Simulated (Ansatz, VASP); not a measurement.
Two plane-wave programs on Ag2As

The input INCAR:

```
SYSTEM = Ag2As
PREC = Accurate
ENCUT = 520
EDIFF = 1E-6
ISMEAR = -1
SIGMA = 0.05
LREAL = .FALSE.
LASPH = .TRUE.
NELM = 80
ALGO = Normal
ISIF = 2
LWAVE = .FALSE.
LCHARG = .FALSE.
GGA = PE
NBANDS = 20
```

File KPOINTS:

```
regular mesh
0
G
  13 13 13
  0 0 0
```

POSCAR

```
Ag2As
1.0
    1.4661165822     -0.8464628034      6.6683363829
    0.0000000000      1.6929256068      6.6683363829
   -1.4661165822     -0.8464628034      6.6683363829
As Ag
1 2
Direct
    0.0000000000      0.0000000000      0.0000000000
    0.2227306388      0.2227306388      0.2227306388
    0.7772693612      0.7772693612      0.7772693612
```

Input for Ansatz:

```yaml
crystal:
  lattice:
    - [1.4661165822, -0.8464628034, 6.6683363829]
    - [0.0, 1.6929256068, 6.6683363829]
    - [-1.4661165822, -0.8464628034, 6.6683363829]
  atoms:
    - { symbol: As, position: [0.0, 0.0, 0.0] }
    - { symbol: Ag, position: [0.2227306388, 0.2227306388, 0.2227306388] }
    - { symbol: Ag, position: [0.7772693612, 0.7772693612, 0.7772693612] }
kpoints:
  mp_grid: { grid: [13, 13, 13] }
  band_path:
    path:
      - [0.0, 0.0, 0.0]
      - [0.5, 0.5, 0.5]
      - [0.8225912257, 0.1774087743, 0.5]
      - [0.5, -0.1774087743, 0.1774087743]
      - [0.5, 0.0, 0.0]
      - [0.0, 0.0, 0.0]
      - [0.3387043871, -0.3387043871, 0.0]
      - [0.6612956129, 0.0, 0.3387043871]
      - [0.5, 0.0, 0.5]
    npoints: 14
scf:
  occupations: { method: fermi_dirac, width: 0.05 }
hamiltonian:
  xc: pbe
  pseudopotentials: { kind: paw }
output:
  forces: true
  stress: true
  eigenvalues: true
  populations: true
  bader: true
  write_density: true
  write_potential: true
  elf: true
  volumetric_format: npy
```

Change from the starting cell: volume scaled by 0.9, PAW files.

Alike in both runs: task single point; functional PBE; k mesh 13 × 13 × 13; occupations fermi-dirac, width 0.05 eV; no spin polarisation.

```csv
,VASP,Ansatz
version,VASP 6.6.1,Ansatz 0.2.0
potentials or method,"VASP PAW PBE potentials, release 64 (As, Ag)","PAW with Ansatz's default frozen-core files, scalar-relativistic"
plane-wave cutoff (eV),520,420
valence electrons in the cell,27,53
```

Ansatz gave:

- pressure (GPa): 11.8
- rms of the force components (eV/Å): 0.000

What did VASP give for the same quantities?

Pressure (GPa): 11.8; rms of the force components (eV/Å): 0.007.

Atom by atom the forces differ by 0.007 eV/Å (rms over components). With one functional, cell and mesh, what is left measures potentials, basis and numerics. VASP's potentials hold 27 valence electrons a cell and Ansatz's 53, so a difference there can come from the potentials and not from the codes.
